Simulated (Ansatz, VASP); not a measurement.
Two plane-wave programs on BN

Contents of INCAR:

```
ALGO = Normal
EDIFF = 1E-7
EDIFFG = -0.002
ENCUT = 520
GGA = PS
IBRION = 2
ISIF = 2
ISMEAR = 0
LASPH = T
LCHARG = F
LREAL = F
LWAVE = F
NELM = 60
NSW = 60
PREC = Accurate
SIGMA = 0.02
```

File KPOINTS:

```
k-points
0
Gamma
  9 9 6
```

File POSCAR:

```
BN
1.0
    2.5024521521      0.0000000000      0.0000000000
   -1.2512260760      2.1671871355      0.0000000000
    0.0000000000      0.0000000000      4.2404782112
B N
2 2
Direct
    0.3333333333      0.6666666667     -0.0002373568
    0.6666666667      0.3333333333      0.4997626432
    0.3333333333      0.6666666667      0.3742373568
    0.6666666667      0.3333333333      0.8742373568
```

Input for Ansatz:

```yaml
crystal:
  lattice:
    - [2.5024521521, 0.0, 0.0]
    - [-1.251226076, 2.1671871355, 0.0]
    - [0.0, 0.0, 4.2404782112]
  atoms:
    - { symbol: B, position: [0.3333333333, 0.6666666667, -0.0002373568] }
    - { symbol: B, position: [0.6666666667, 0.3333333333, 0.4997626432] }
    - { symbol: "N", position: [0.3333333333, 0.6666666667, 0.3742373568] }
    - { symbol: "N", position: [0.6666666667, 0.3333333333, 0.8742373568] }
basis:
  ecutwfc: 420
kpoints:
  mp_grid: { grid: [9, 9, 6] }
hamiltonian:
  xc: pbesol
  pseudopotentials: { kind: paw, azcp: { folder: soft_1 } }
scf:
  occupations: { method: gaussian, width: 0.02 }
output:
  forces: true
  stress: true
  eigenvalues: true
relax:
  adjacent_minimum: "off"
  f_tol: 0.002
  max_steps: 40
```

Change from the starting cell: strained cell.

Alike in both runs: task relaxation of the atoms; functional PBEsol; k mesh 9 × 9 × 6; occupations gaussian, width 0.02 eV; no spin polarisation.

|  | VASP | Ansatz |
| --- | --- | --- |
| version | VASP 6.6.1 | Ansatz 0.2.0 |
| potentials or method | VASP PAW PBE potentials, release 64 (B, N), cutoff 520 eV | scalar-relativistic, plane waves, PAW |
| valence electrons in the cell | 16 | 16 |

Ansatz gave:

* gap on the k mesh at the Fermi level, each at its own relaxed structure (eV): 4.79

Estimate VASP's values.

gap on the k mesh at the Fermi level, each at its own relaxed structure (eV): 4.77.

VASP's potentials were made for PBE, not for PBEsol, and Ansatz warns of the same on its side. Ansatz's warnings: stress scf threshold loose.
